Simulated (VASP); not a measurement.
# CoSi2: single point with PBEsol

Crystal: CoSi2.

```xyz
3
Lattice="0.0000 2.6563 2.6563 2.6563 0.0000 2.6563 2.6563 2.6563 0.0000" Properties=species:S:1:pos:R:3 pbc="T T T"
Co   -0.0758   -0.0758    0.0000
Si    1.4077    1.4077    1.3281
Si    4.0639    4.0639    3.9844
```

This cell differs from its parent crystal: atoms displaced along a vibrational mode.

```
Program                : VASP 6.6.1
Task                   : single point
Functional             : PBEsol
Potentials or basis    : VASP PAW PBE potentials, release 64 (Co, Si)
Cutoff                 : 520 eV
k mesh                 : 16 × 16 × 16
Occupations            : gaussian, width 0.15 eV
Spin                   : no spin polarisation
Dipole correction      : no
Further INCAR settings : ALGO = Normal; EDIFF = 1e-07; NBANDS = 16
```

```yaml
Pressure: 4.4 GPa
Largest_force: 2.974 eV/Å
Band_gap_on_the_k_mesh: zero (an odd number of electrons rules out a gap without spin polarisation)
```

Forces in eV/Å, atoms in the order of the input:
```
Co   2.103  2.103  0.000
Si  -1.051 -1.051  0.568
Si  -1.051 -1.051 -0.568
```

Stress tensor (GPa, compression positive):
```
3.88 4.49 0.00
4.49 3.88 0.00
0.00 0.00 5.39
```

Levels at points of the mesh, in eV from the Fermi level:
| k point | band 7 | band 8 | band 9 | band 10 | band 11 | band 12 |
| --- | --- | --- | --- | --- | --- | --- |
| (0.00, 0.00, 0.00) | 0.86 | 2.94 | 3.01 | 3.43 | 3.52 | 4.03 |
| (0.50, 0.00, 0.00) | -1.85 | -0.34 | -0.23 | 2.19 | 3.49 | 3.98 |
| (0.00, 0.00, 0.50) | -1.76 | -0.48 | -0.27 | 2.49 | 3.51 | 3.69 |
| (0.50, 0.50, 0.00) | -2.07 | -1.95 | -1.46 | 1.61 | 2.84 | 8.57 |
| (0.00, 0.50, 0.50) | -2.01 | -1.91 | -1.50 | 1.59 | 2.82 | 8.66 |

It took 2.4 min on 1 thread of Intel(R) Xeon(R) 6975P-C (Granite Rapids), with other jobs on the host, peak memory 0.45 GiB.

Caveat: the cell differs from its parent crystal (atoms displaced along a vibrational mode); the cell stands under pressure; the PAW data sets were made with another functional, which shifts forces and pressure a little; the run has no spin polarisation, though such a crystal can be magnetic. Spin polarisation is off, so any magnetic state and its effect on volume and gap are missing.
